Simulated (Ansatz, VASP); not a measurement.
# One calculation of AlN, two programs

The input POSCAR:

```
AlN
1.0
    0.0000000000      2.0550061906      2.0188684454
    2.0550061906      0.0000000000      2.0188684454
    2.0550061906      2.0550061906      0.0000000000
Al N
1 1
Direct
    0.0000000000      0.0000000000      0.0000000000
    0.5000000000      0.5000000000      0.5000000000
```

INCAR.step1

```
PREC = Accurate
ENCUT = 520
ISMEAR = 0
SIGMA = 0.01
LREAL = F
LASPH = T
NELM = 100
NBANDS = 11
GGA = PE
ALGO = Normal
EDIFF = 1E-4
LWAVE = T
LCHARG = F
```

INCAR.step2

```
PREC = Accurate
ENCUT = 520
EDIFF = 1E-6
ISMEAR = 0
SIGMA = 0.01
LREAL = F
LASPH = T
NELM = 100
ALGO = Normal
ISIF = 2
LWAVE = F
LCHARG = F
METAGGA = R2SCAN
LMIXTAU = T
NBANDS = 11
ISTART = 1
```

Contents of KPOINTS:

```
regular mesh
0
Gamma
  10 10 10
```

Input for Ansatz:

```yaml
crystal:
  lattice:
    - [0.0, 2.0550061906, 2.0188684454]
    - [2.0550061906, 0.0, 2.0188684454]
    - [2.0550061906, 2.0550061906, 0.0]
  atoms:
    - { symbol: Al, position: [0.0, 0.0, 0.0] }
    - { symbol: "N", position: [0.5, 0.5, 0.5] }
kpoints:
  mp_grid: { grid: [10, 10, 10] }
  band_path:
    path:
      - [0.0, 0.0, 0.0]
      - [0.5, 0.0, 0.5]
      - [0.625, 0.25, 0.625]
      - [0.375, 0.375, 0.75]
      - [0.5, 0.5, 0.5]
      - [0.5, 0.25, 0.75]
    npoints: 1
hamiltonian:
  xc: r2scan
scf:
  occupations: { method: fixed }
  n_extra_bands: 4
output:
  forces: true
  stress: true
  eigenvalues: true
```

Change from the starting cell: biaxial_xy strain +1.8%.

Alike in both runs: task single point; functional r2SCAN; k mesh 10 × 10 × 10; no spin polarisation.

|  | VASP | Ansatz |
| --- | --- | --- |
| version | VASP 6.6.1 | Ansatz 0.2.0 |
| potentials or method | VASP PAW PBE potentials, release 64 (Al, N) | plane waves, PAW |
| plane-wave cutoff (eV) | 520 | 500 |
| occupations | gaussian, width 0.01 eV | fixed |
| valence electrons in the cell | 8 | 8 |

```csv
,VASP,Ansatz,Ansatz less VASP
gap on the k mesh at the Fermi level (eV),5.03,5.02,-0.004
pressure (GPa),-9.7,-9.0,+0.75
"traceless stress, the component that is largest in VASP (GPa)",2.81,2.76,-0.056
```

VASP's potentials were made for PBE, not for r2SCAN.
